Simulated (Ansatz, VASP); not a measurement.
## ScAl3: VASP beside Ansatz

```
Sc Al
1.0
     4.07370    0.00000    0.00000
     0.00000    4.07370    0.00000
     0.00000    0.00000    4.07370
Sc Al
1 3
Direct
  0.00000 0.00000 0.00000
  0.50000 0.00000 0.50000
  0.00000 0.50000 0.50000
  0.50000 0.50000 0.00000
```

Alike in both runs: functional PBEsol; k mesh 12 × 12 × 12; occupations fermi-dirac, width 0.15 eV; no spin polarisation.

Ansatz relaxed the structure, and its values are those at the end. VASP's run is a single point on that final structure, the one shown.

|  | VASP | Ansatz |
| --- | --- | --- |
| version | VASP 6.6.1 | Ansatz 0.2.0 |
| potentials or method | VASP PAW PBE potentials, release 64 (Sc_sv, Al), cutoff 520 eV | scalar-relativistic, plane waves, PAW |
| valence electrons in the cell | 20 | 20 |

|  | VASP | Ansatz | Ansatz less VASP |
| --- | --- | --- | --- |
| gap on the k mesh at the Fermi level (eV) | none | none | - |
| pressure (GPa) | 0.1 | 0.0 | -0.11 |

VASP's potentials were made for PBE, not for PBEsol. A gap of «none» marks a metal or a gap that the smearing closes. The functional is the same, so the differences come from potentials, cutoffs and numerics.
